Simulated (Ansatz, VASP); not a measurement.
**HfB2: VASP beside Ansatz**

```
Hf B
1.0
     3.24357    0.00000    0.00000
    -1.62179    2.80902    0.00000
     0.00000    0.00000    3.60237
Hf B
1 2
Direct
  0.00000 0.00000 0.00000
  0.33333 0.66667 0.50000
  0.66667 0.33333 0.50000
```

Alike in both runs: task single point; functional PBE; dispersion D3(BJ); k mesh 6 × 6 × 4; occupations gaussian, width 0.1 eV; no spin polarisation.

```csv
,VASP,Ansatz
version,VASP 6.6.1,Ansatz 0.2.0
potentials or method,"VASP PAW PBE potentials, release 64 (Hf_pv, B), cutoff 500 eV","scalar-relativistic, plane waves, PAW"
valence electrons in the cell,16,32
```

```csv
,VASP,Ansatz,Ansatz less VASP
gap on the k mesh at the Fermi level (eV),none,none,-
pressure (GPa),-24.8,-24.3,+0.53
"traceless stress, the component that is largest in VASP (GPa)",0.14,0.13,-0.005
```

A gap of «none» marks a metal or a gap that the smearing closes. VASP's potentials hold 16 valence electrons a cell and Ansatz's 32, so a difference there can come from the potentials and not from the codes.

The k mesh is coarse, so the values compare programs but aren't converged. Spin-orbit coupling is off throughout.
